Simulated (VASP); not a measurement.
# TePb (Pm-3m) in VASP: a series of runs

TePb is run at these levels: PBE; tasks: single point.

Program: VASP 6.6.1. These are calculated values, not measurements. Logs are shortened: lines on timing, memory, paths and dates and some standing lists are left out, and cuts for length are marked.

## (1) The cell of the first run

It takes space group Pm-3m (No. 221, cubic). Conventional cell: a = 4.055 Å, b = 4.055 Å, c = 4.055 Å, α = 90.00°, β = 90.00°, γ = 90.00°. Within 4.6 Å of Pb (site symmetry m-3m) lie 8 Te at 3.51 Å and 6 Pb at 4.05 Å. Within 4.6 Å of Te (site symmetry m-3m) lie 8 Pb at 3.51 Å and 6 Te at 4.05 Å.

## (2) Single point, PBE

INCAR reads:

```
PREC = Accurate
ENCUT = 500
EDIFF = 1E-6
ISMEAR = -1
SIGMA = 0.05
LREAL = F
LASPH = T
NELM = 120
ALGO = Normal
ISIF = 2
LWAVE = F
LCHARG = F
GGA = PE
NBANDS = 17
GGA_COMPAT = F
```

KPOINTS reads:

```
Automatic mesh
0
Gamma
  7 7 7
```

POSCAR reads:

```
TePb
1.0
    4.0549547108      0.0000000000      0.0000000000
    0.0000000000      4.0549547108      0.0000000000
    0.0000000000      0.0000000000      4.0549547108
Pb Te
1 1
Direct
    0.0000000000      0.0000000000      0.0000000000
    0.5000000000      0.5000000000      0.5000000000
```

Potentials or basis: VASP PAW PBE potentials, release 64 (Pb_d, Te).

Started as:

```sh
$ cat potpaw_PBE.64/Pb_d/POTCAR potpaw_PBE.64/Te/POTCAR > POTCAR
$ mpirun -np 1 vasp_std > vasp.out
```

OUTCAR:

```text
PREC = Accurate
   ENCUT = 500
   EDIFF = 1E-6
   ISMEAR = -1
   LREAL = F
   LASPH = T
   NELM = 120
   ISIF = 2
   GGA = PE

 ion  position               nearest neighbor table
   1  0.000  0.000  0.000-   2 3.51   2 3.51   2 3.51   2 3.51   2 3.51   2 3.51   2 3.51   2 3.51

   2  0.500  0.500  0.500-   1 3.51   1 3.51   1 3.51   1 3.51   1 3.51   1 3.51   1 3.51   1 3.51

  LATTYP: Found a simple cubic cell.
 ALAT       =     4.0549547108

  Lattice vectors:

 A1 = (   4.0549547108,   0.0000000000,   0.0000000000)
 A2 = (   0.0000000000,   4.0549547108,   0.0000000000)
 A3 = (   0.0000000000,   0.0000000000,   4.0549547108)

Analysis of symmetry for initial positions (statically):
=====================================================================
 Subroutine PRICEL returns:
 Original cell was already a primitive cell.

 Routine SETGRP: Setting up the symmetry group for a
 simple cubic supercell.

 Subroutine GETGRP returns: Found 48 space group operations
 (whereof 48 operations were pure point group operations)
 out of a pool of 48 trial point group operations.

The static configuration has the point symmetry O_h .

Analysis of symmetry for dynamics (positions and initial velocities):
=====================================================================
 Subroutine PRICEL returns:
 Original cell was already a primitive cell.

 Routine SETGRP: Setting up the symmetry group for a
 simple cubic supercell.

 Subroutine GETGRP returns: Found 48 space group operations
 (whereof 48 operations were pure point group operations)
 out of a pool of 48 trial point group operations.

The dynamic configuration has the point symmetry O_h .

 Subroutine INISYM returns: Found 48 space group operations
 (whereof 48 operations are pure point group operations),
 and found     1 'primitive' translations

----------------------------------------------------------------------------------------

                                     Primitive cell

  volume of cell :      66.6742

  direct lattice vectors                    reciprocal lattice vectors
     4.054954711  0.000000000  0.000000000     0.246611879  0.000000000  0.000000000
     0.000000000  4.054954711  0.000000000     0.000000000  0.246611879  0.000000000
[... 73 lines left out ...]
   ICHARG =      2    charge: 1-file 2-atom 10-const
   ISPIN  =      1    spin polarized calculation?
   LNONCOLLINEAR =      F non collinear calculations
   LSORBIT =      F    spin-orbit coupling
   LASPH  =      T    aspherical Exc in radial PAW
   ENCUT  =  500.0 eV  36.75 Ry    6.06 a.u.   7.39  7.39  7.39*2*pi/ulx,y,z
   NELM   =    120;   NELMIN=  2; NELMDL= -5     # of ELM steps
   EDIFF  = 0.1E-05   stopping-criterion for ELM
   LREAL  =      F    real-space projection
   EDIFFG = 0.1E-04   stopping-criterion for IOM
   NSW    =      0    number of steps for IOM
   IBRION =     -1    ionic relax: 0-MD 1-quasi-New 2-CG
   NFREE  =      0    steps in history (QN), initial steepest desc. (CG)
   ISIF   =      2    stress and relaxation
   ISYM   =      2    0-nonsym 1-usesym 2-fastsym
   POTIM  = 0.5000    time-step for ionic-motion
   TEBEG  =    0.0;   TEEND  =   0.0 temperature during run
   PSTRESS=    0.0 pullay stress
   NELECT =      20.0000    total number of electrons
   NUPDOWN=      -1.0000    fix difference up-down
   EMIN   =  10.00;   EMAX   =-10.00  energy-range for DOS
   EFERMI =   0.00;   METHOD = LEGACY
   ISMEAR =    -1;   SIGMA  =   0.05  broadening in eV -4-tet -1-fermi 0-gaus
   EFERMI_NEDOS =   21; number of points for ismear=-14 and -15
   IALGO  =     38    algorithm
   IMIX   =      4    mixing-type and parameters
     AMIX     =   0.40;   BMIX     =  1.00
     AMIX_MAG =   1.60;   BMIX_MAG =  1.00
  volume/ion in A,a.u.               =      33.34       224.97
  Fermi-wavevector in a.u.,A,eV,Ry     =   1.095886  2.070925 16.340144  1.200967
  Thomas-Fermi vector in A             =   2.232218
   LORBIT       =      0    0 simple, 1 ext, 2 COOP (PROOUT), +10 PAW based schemes
   GGA     = PE    functional components
   LHFCALC =     F    Hartree Fock is set to
   AEXX    =    0.0000 exact exchange contribution
   IVDW    =     0    specifies the selected vdW correction
   LEPSILON=     F    determine dielectric tensor
   LRPA    =     F    only Hartree local field effects (RPA)
 non-spin polarized calculation
  energy-cutoff  :      500.00
  volume of cell :       66.67
 maximum number of plane-waves:      1743
 NGX is ok and might be reduce to    30
   NGX = 15   NGY = 15   NGZ = 15

 number of electron      20.0000009 magnetization

 Free energy of the ion-electron system (eV)
  ---------------------------------------------------
  ext. energy  EPLUGINS =         0.00000000
  ---------------------------------------------------
  free energy    TOTEN  =        -7.04890196 eV

  energy without entropy =       -7.03716816  energy(sigma->0) =       -7.04303506

 E-fermi :   5.9701     XC(G=0):  -9.5044

 val. band max:        5.9543848025   @ k =   0.4286   0.2857   0.0000
 cond. band min:       6.0265547419   @ k =   0.4286   0.4286   0.2857
 fundamental gap:      0.0721699394
 Fermi energy:         5.9701238052

 k-point     1 :       0.0000    0.0000    0.0000
  band No.  band energies     occupation
      1     -11.2344      2.00000
      2     -11.2344      2.00000
      3     -11.1610      2.00000
      4     -11.1610      2.00000
      5     -11.1610      2.00000
      6      -5.9619      2.00000
[... 377 lines left out ...]
      4     -11.1422      2.00000
      5     -11.1422      2.00000
      6      -3.7784      2.00000
[... 9 lines left out ...]
     16      18.0653      0.00000
     17      19.9946      0.00000

------------------------ aborting loop because EDIFF is reached ----------------------------------------

  FORCE on cell =-STRESS in cart. coord.  units (eV):
  Direction    XX          YY          ZZ          XY          YZ          ZX
  --------------------------------------------------------------------------------------
  -------------------------------------------------------------------------------------
  Total       -0.6695874     -0.6695874     -0.6695874     -0.0000000     -0.0000000     -0.0000000
  in kB      -16.0901398    -16.0901398    -16.0901398     -0.0000000     -0.0000000     -0.0000000
  external PRESSURE =     -16.0901398 kB  Pullay stress =       0.0000000 kB

 VOLUME and BASIS-vectors are now :
 -----------------------------------------------------------------------------
  energy-cutoff  :      500.00
  volume of cell :       66.67
      direct lattice vectors                 reciprocal lattice vectors
     4.054954711  0.000000000  0.000000000     0.246611879  0.000000000  0.000000000
     0.000000000  4.054954711  0.000000000     0.000000000  0.246611879  0.000000000
     0.000000000  0.000000000  4.054954711     0.000000000  0.000000000  0.246611879

 POSITION                                       TOTAL-FORCE (eV/Angst)
 -----------------------------------------------------------------------------------
      0.00000      0.00000      0.00000         0.000000      0.000000      0.000000
      2.02748      2.02748      2.02748         0.000000      0.000000      0.000000
 -----------------------------------------------------------------------------------
    total drift:                                0.000000     -0.000000     -0.000000

  FREE ENERGIE OF THE ION-ELECTRON SYSTEM (eV)
  ---------------------------------------------------
  free  energy   TOTEN  =        -7.0489019569 eV

  energy  without entropy=       -7.0371681571  energy(sigma->0) =       -7.04303506
```

OSZICAR:

```text
N       E                     dE             d eps       ncg     rms          rms(c)
DAV:   1     0.148937597247E+03    0.14894E+03   -0.87656E+03   680   0.110E+03
DAV:   2     0.220062097020E+01   -0.14674E+03   -0.14285E+03   740   0.289E+02
DAV:   3    -0.704018290100E+01   -0.92408E+01   -0.90801E+01   900   0.781E+01
DAV:   4    -0.727306224161E+01   -0.23288E+00   -0.23267E+00   871   0.140E+01
DAV:   5    -0.728334996862E+01   -0.10288E-01   -0.10287E-01   915   0.272E+00    0.332E+00
DAV:   6    -0.705311335627E+01    0.23024E+00   -0.54268E-01   935   0.452E+00    0.215E+00
DAV:   7    -0.704943299263E+01    0.36804E-02   -0.83526E-02   839   0.126E+00    0.987E-01
DAV:   8    -0.705090890647E+01   -0.14759E-02   -0.22304E-02   871   0.113E+00    0.242E-01
DAV:   9    -0.704946669682E+01    0.14422E-02   -0.16076E-02   937   0.724E-01    0.119E-01
DAV:  10    -0.704894626641E+01    0.52043E-03   -0.12117E-03   882   0.223E-01    0.525E-02
DAV:  11    -0.704893364233E+01    0.12624E-04   -0.80619E-04   888   0.155E-01    0.391E-02
DAV:  12    -0.704890165556E+01    0.31987E-04   -0.11448E-04   864   0.580E-02    0.371E-02
DAV:  13    -0.704890195694E+01   -0.30138E-06   -0.30181E-06   767   0.884E-03
   1 F= -.70489020E+01 E0= -.70430351E+01  d E =-.117338E-01
```

stdout:

```text
POSCAR found type information on POSCAR PbTe
 POSCAR found :  2 types and       2 ions
 scaLAPACK will be used
 LDA part: xc-table for (Slater+PW92), standard interpolation
 POSCAR, INCAR and KPOINTS ok, starting setup
 FFT: planning ... GRIDC
 FFT: planning ... GRID_SOFT
 FFT: planning ... GRID
 WAVECAR not read
 entering main loop
```

It took 35 s on 1 thread of Intel Xeon Platinum 8175M at 2.50GHz (Skylake/Cascade Lake), shared host; peak memory 0.17 GiB.

What came out:

| Property | Result |
| --- | --- |
| Free energy | -7.0489 eV |
| Pressure | -1.6 GPa |
| Band gap on the k mesh | zero (bands 10 and 11 overlap by 0.70 eV) |

Levels at points of the mesh, in eV from the Fermi level:
| k point | band 8 | band 9 | band 10 | band 11 | band 12 | band 13 |
| --- | --- | --- | --- | --- | --- | --- |
| (0.00, 0.00, 0.00) | -1.50 | -1.50 | -1.50 | 4.05 | 4.05 | 4.97 |

Caveat: semilocal functionals underestimate gaps, so a narrow gap can read as zero; spin-orbit coupling is left out, which moves the levels of the heavy elements.

(Part 1 of 2 ends here.)
